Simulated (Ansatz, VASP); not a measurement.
**One calculation of Mo, two programs**

The input INCAR:

```
SYSTEM = Mo
PREC = Accurate
ENCUT = 520
EDIFF = 1E-6
ISMEAR = 0
SIGMA = 0.15
LREAL = .False.
LASPH = .True.
NELM = 100
ALGO = Fast
ISIF = 2
LWAVE = .False.
LCHARG = .False.
GGA = PS
NBANDS = 13
```

File KPOINTS:

```
regular mesh
0
Gamma
  18 18 18
  0 0 0
```

Contents of POSCAR:

```
Mo
1.0
    2.8175757091      0.0000000000      0.0000000000
   -1.4087878546      2.3690214963      0.0000000000
    0.0000000000      0.0000000000      2.5551807000
Mo
1
Direct
    0.0000000000      0.0000000000      0.5000000000
```

Input for Ansatz:

```yaml
crystal:
  lattice:
    - [2.8175757091, 0.0, 0.0]
    - [-1.4087878546, 2.3690214963, 0.0]
    - [0.0, 0.0, 2.5551807]
  atoms:
    - { symbol: Mo, position: [0.0, 0.0, 0.5] }
basis:
  ecutwfc: 420
kpoints:
  mp_grid: { grid: [18, 18, 18] }
hamiltonian:
  xc: pbesol
scf:
  occupations: { method: gaussian, width: 0.15 }
output:
  forces: true
  stress: true
  eigenvalues: true
  write_density: true
  write_potential: true
  elf: true
  volumetric_format: npy
```

Change from the starting cell: strain +0.0300 x Voigt [1, 0, 0, 0, 0, 0], atoms carried along.

Alike in both runs: task single point; functional PBEsol; k mesh 18 × 18 × 18; occupations gaussian, width 0.15 eV; no spin polarisation.

|  | VASP | Ansatz |
| --- | --- | --- |
| version | VASP 6.6.1 | Ansatz 0.2.0 |
| potentials or method | VASP PAW PBE potentials, release 64 (Mo_sv), cutoff 520 eV | scalar-relativistic, plane waves, PAW |
| valence electrons in the cell | 14 | 14 |

|  | VASP | Ansatz | Ansatz less VASP |
| --- | --- | --- | --- |
| gap on the k mesh at the Fermi level (eV) | none | none | - |
| pressure (GPa) | -9.2 | -9.6 | -0.48 |
| traceless stress, the component that is largest in VASP (GPa) | 2.65 | 2.71 | +0.063 |

VASP's potentials were made for PBE, not for PBEsol. A gap of «none» marks a metal or a gap that the smearing closes.
